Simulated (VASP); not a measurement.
A run of VASP 6.6.1:

Contents of INCAR:

```
ALGO = Normal ; EDIFF = 1E-6
EDIFFG = -0.002 ; ENCUT = 600
GGA = CA ; IBRION = 2
ISIF = 3 ; ISMEAR = 0
LASPH = True ; LCHARG = False
LREAL = False ; LWAVE = False
NELM = 60 ; NSW = 100
PREC = Accurate ; PSTRESS = 70.0
SIGMA = 0.01
```

File KPOINTS:

```
k-points
0
Gamma
  6 6 4
```

Contents of POSCAR:

```
ZnS
1.0
    3.7382251180      0.0000000000      0.0000000000
   -1.8691125590      3.2373979173      0.0000000000
    0.0000000000      0.0000000000      6.1430235041
Zn S
2 2
Direct
    0.3333333333      0.6666666667      0.0055916599
    0.6666666667      0.3333333333      0.5055916599
    0.3333333333      0.6666666667      0.3794083401
    0.6666666667      0.3333333333      0.8794083401
```

Potentials or basis: VASP PAW LDA potentials, release 64 (Zn, S).

Launch:

```console
$ cat potpaw_LDA.64/Zn/POTCAR potpaw_LDA.64/S/POTCAR > POTCAR
$ mpirun -np 1 vasp_std > vasp.out
```

Hardware: 1 thread of Intel(R) Xeon(R) Platinum 8488C (Sapphire Rapids), with other jobs on the host.

**Question.** How long does it take, and how much memory?

**Answer.** It took 2.6 min on 1 thread of Intel(R) Xeon(R) Platinum 8488C (Sapphire Rapids), with other jobs on the host, peak memory 0.19 GiB. Counts: scf iterations 62, k points 21, ion steps 8.
